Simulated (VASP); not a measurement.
Write the native input for VASP 6.6.1 that does the following.

| Property | Result |
| --- | --- |
| Task | single point |
| Functional | PBEsol |
| Potentials or basis | VASP PAW PBE potentials, release 64 (Sn_d, O) |
| Cutoff | 520 eV |
| k mesh | 4 × 4 × 4 |
| Occupations | gaussian, width 0.01 eV |
| Spin | no spin polarisation |
| Dipole correction | no |
| Further INCAR settings | ALGO = Normal; EDIFF = 1e-07; NBANDS = 20 |

The structure of SnO2 lies in POSCAR:

```
SnO2
1.0
    1.6170900000      0.9336300000      4.8005900000
   -1.6170900000      0.9336300000      4.8005900000
    0.0000000000     -1.8672600000      4.8005900000
Sn O
1 2
Direct
    0.5000000000      0.5000000000      0.5000000000
    0.2371700000      0.2371700000      0.2371700000
    0.7628300000      0.7628300000      0.7628300000
```

These files were run (other wordings do the same):

INCAR

```
SYSTEM = SnO2
  ALGO = Normal
  EDIFF = 1E-7
  ENCUT = 520
  GGA = PS
  ISIF = 2
  ISMEAR = 0
  LASPH = .TRUE.
  LCHARG = .FALSE.
  LREAL = .FALSE.
  LWAVE = .FALSE.
  NBANDS = 20
  NELM = 60
  PREC = Accurate
  SIGMA = 0.01
```

KPOINTS

```
k-points
0
G
  4 4 4
  0 0 0
```

Potentials or basis: VASP PAW PBE potentials, release 64 (Sn_d, O).

Launch:

```console
$ cat potpaw_PBE.64/Sn_d/POTCAR potpaw_PBE.64/O/POTCAR > POTCAR
$ mpirun -np 1 vasp_std > vasp.out
```

It gave:

| Item | Value |
| --- | --- |
| Pressure | -4.6 GPa |
| Largest force | 0.354 eV/Å |
| Band gap on the k mesh | 1.87 eV (least direct gap 1.96 eV) |

Caveat: the k points lie up to 0.57 Å⁻¹ apart; the PAW data sets were made with another functional, which shifts forces and pressure a little; spin-orbit coupling is left out, which moves the levels of the heavy elements.

Run time: 34 s on 1 thread of Intel Xeon 8259CL (shared host), peak memory 0.23 GiB.
